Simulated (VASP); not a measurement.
Wanted: the native input for a VASP 6.6.1 run.

- Task: single point
- Functional: r2SCAN
- Potentials or basis: VASP PAW PBE potentials, release 64 (Sr_sv, Cl)
- Cutoff: 520 eV
- k mesh: 6 × 6 × 6
- Occupations: gaussian, width 0.05 eV
- Spin: no spin polarisation
- Dipole correction: no
- Further INCAR settings: ALGO = Normal; EDIFF = 1e-06; NBANDS = 19

The system is SrCl2.

```xyz
3
Lattice="0.0000 3.7643 3.4855 3.7643 0.0000 3.4855 3.7643 3.7643 0.0000" Properties=species:S:1:pos:R:3 pbc="T T T"
Sr    0.0000    0.0000    0.0000
Cl    1.8822    1.8822    1.7428
Cl    5.6465    5.6465    5.2283
```

This cell differs from its parent crystal: strain +0.080 along x and y, +0.000 along z.

One way to write it, as run:

POSCAR

```
SrCl2
1.0
    0.0000000000      3.7643400000      3.4855000000
    3.7643400000      0.0000000000      3.4855000000
    3.7643400000      3.7643400000      0.0000000000
Sr Cl
1 2
Direct
    0.0000000000      0.0000000000      0.0000000000
    0.2500000000      0.2500000000      0.2500000000
    0.7500000000      0.7500000000      0.7500000000
```

INCAR.step1

```
PREC = Accurate
ENCUT = 520
ISMEAR = 0
SIGMA = 0.05
LREAL = False
LASPH = True
NELM = 80
NBANDS = 19
GGA = PE
ALGO = Normal
EDIFF = 1E-4
LWAVE = True
LCHARG = False
```

INCAR.step2

```
PREC = Accurate
ENCUT = 520
EDIFF = 1E-6
ISMEAR = 0
SIGMA = 0.05
LREAL = False
LASPH = True
NELM = 80
ALGO = Normal
ISIF = 2
LWAVE = False
LCHARG = True
METAGGA = R2SCAN
LMIXTAU = True
LELF = True
LVHAR = True
NBANDS = 19
ISTART = 1
```

KPOINTS

```
regular mesh
0
Gamma
  6 6 6
```

Potentials or basis: VASP PAW PBE potentials, release 64 (Sr_sv, Cl).

The run is started by

```console
$ cat potpaw_PBE.64/Sr_sv/POTCAR potpaw_PBE.64/Cl/POTCAR > POTCAR
$ cp INCAR.step1 INCAR
$ mpirun -np 1 vasp_std > vasp.out
$ cp INCAR.step2 INCAR
$ mpirun -np 1 vasp_std > vasp.out
```

It gave:

```yaml
Pressure: -3.8 GPa
Band_gap_on_the_k_mesh: 5.02 eV, indirect (least direct gap 5.24 eV)
```

Caveat: the cell differs from its parent crystal (strain +0.080 along x and y, +0.000 along z); the PAW data sets were made with another functional, which shifts forces and pressure a little.

Wall time 2.3 min on 1 thread of Intel(R) Xeon(R) 6975P-C (Granite Rapids), with other jobs on the host, peak memory 0.25 GiB.
